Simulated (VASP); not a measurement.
Wanted: the native input for a VASP 6.6.1 run.

| Item | Value |
| --- | --- |
| Task | single point |
| Functional | PBE |
| Potentials or basis | VASP PAW PBE potentials, release 64 (Zn, Au) |
| Cutoff | 520 eV |
| k mesh | 16 × 16 × 16 |
| Occupations | gaussian, width 0.15 eV |
| Spin | no spin polarisation |
| Dipole correction | no |
| Further INCAR settings | ALGO = Fast; EDIFF = 1e-07; NBANDS = 18 |

The structure of ZnAu lies in POSCAR:

```
ZnAu
1.0
    2.7929625000      0.0000000000      0.0000000000
    0.0000000000      2.7929625000      0.0000000000
    0.0000000000      0.0000000000      3.1470000000
Zn Au
1 1
Direct
    0.5000000000      0.5000000000      0.5000000000
    0.0000000000      0.0000000000      0.0000000000
```

This cell differs from its parent crystal: strain -0.1125 x Voigt [1, 1, 0, 0, 0, 0].

The input as run:

INCAR

```
  ALGO = Fast
  EDIFF = 1E-7
  ENCUT = 520
  GGA = PE
  ISIF = 2
  ISMEAR = 0
  LASPH = T
  LCHARG = F
  LREAL = F
  LWAVE = F
  NBANDS = 18
  NELM = 80
  PREC = Accurate
  SIGMA = 0.15
```

KPOINTS

```
k-points
0
Gamma
  16 16 16
```

Potentials or basis: VASP PAW PBE potentials, release 64 (Zn, Au).

Run with:

```sh
$ cat potpaw_PBE.64/Zn/POTCAR potpaw_PBE.64/Au/POTCAR > POTCAR
$ mpirun -np 1 vasp_std > vasp.out
```

It gave:

```yaml
Pressure: 69.3 GPa
```

Caveat: the cell differs from its parent crystal (strain -0.1125 x Voigt [1, 1, 0, 0, 0, 0]).

Run time: 82 s on 1 thread of Intel(R) Xeon(R) Platinum 8375C CPU @ 2.90GHz (Ice Lake) (shared host), peak memory 0.3 GiB.
